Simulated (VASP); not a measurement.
P: single point with PBEsol

The system is P, a slab with vacuum.

```xyz
4
Lattice="3.5471 0.0000 0.0000 0.0000 37.6647 0.0000 0.0000 0.0000 4.7919" Properties=species:S:1:pos:R:3 pbc="T T T"
P     0.0000   36.5230    2.7918
P     0.0000    1.1417    2.0000
P     1.7736    1.1417    0.3959
P     1.7736   36.5230    4.3960
```

This cell differs from its parent crystal: strain +0.080 along x and y, +0.080 along z.

| Item | Value |
| --- | --- |
| Program | VASP 6.6.1 |
| Task | single point |
| Functional | PBEsol |
| Potentials or basis | VASP PAW PBE potentials, release 64 (P) |
| Cutoff | 520 eV |
| k mesh | 8 × 1 × 6 |
| Occupations | gaussian, width 0.05 eV |
| Spin | no spin polarisation |
| Dipole correction | no |
| Further INCAR settings | ALGO = Normal; EDIFF = 1e-07; NBANDS = 18 |

- Largest force: 1.516 eV/Å
- Band gap on the k mesh: 0.98 eV

Forces on the atoms (eV/Å):
```
P    0.000  1.196  0.931
P    0.000 -1.196 -0.931
P    0.000 -1.196  0.931
P    0.000  1.196 -0.931
```

Levels at points of the mesh, in eV from the valence-band top:
```csv
k point,band 7,band 8,band 9,band 10,band 11,band 12,band 13,band 14
"(0.00, 0.00, 0.00)",-2.71,-1.37,-1.26,0.00,0.98,1.80,2.30,2.97
"(0.50, 0.00, 0.00)",-2.24,-2.24,-1.60,-1.60,1.33,1.33,2.11,2.11
"(0.00, 0.00, 0.50)",-2.00,-2.00,-0.84,-0.84,1.63,1.63,3.14,3.14
"(0.50, 0.00, 0.50)",-3.93,-3.93,-1.01,-1.01,2.39,2.39,3.74,3.74
```

Run time: 3.7 min on 1 thread of Intel(R) Xeon(R) Platinum 8488C (Sapphire Rapids) (shared host), peak memory 0.69 GiB.

Caveat: the cell differs from its parent crystal (strain +0.080 along x and y, +0.080 along z); the PAW data sets were made with another functional, which shifts forces and pressure a little.
